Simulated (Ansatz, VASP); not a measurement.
CaO in VASP and in Ansatz

```
Ca O
1.0
     0.00000    2.50450    2.50450
     2.50450    0.00000    2.50450
     2.50450    2.50450    0.00000
Ca O
1 1
Direct
  0.00000 0.00000 0.00000
  0.50000 0.50000 0.50000
```

Alike in both runs: task single point; functional PBE; k mesh 7 × 7 × 7; no spin polarisation.

```csv
,VASP,Ansatz
version,VASP 6.6.1,Ansatz 0.2.0
potentials or method,"VASP PAW PBE potentials, release 64 (Ca_sv, O), cutoff 600 eV","PAW, plane waves, scalar-relativistic"
occupations,"gaussian, width 0.01 eV",fixed
valence electrons in the cell,16,16
```

|  | VASP | Ansatz | Ansatz less VASP |
| --- | --- | --- | --- |
| pressure (GPa) | -8.8 | -9.0 | -0.26 |
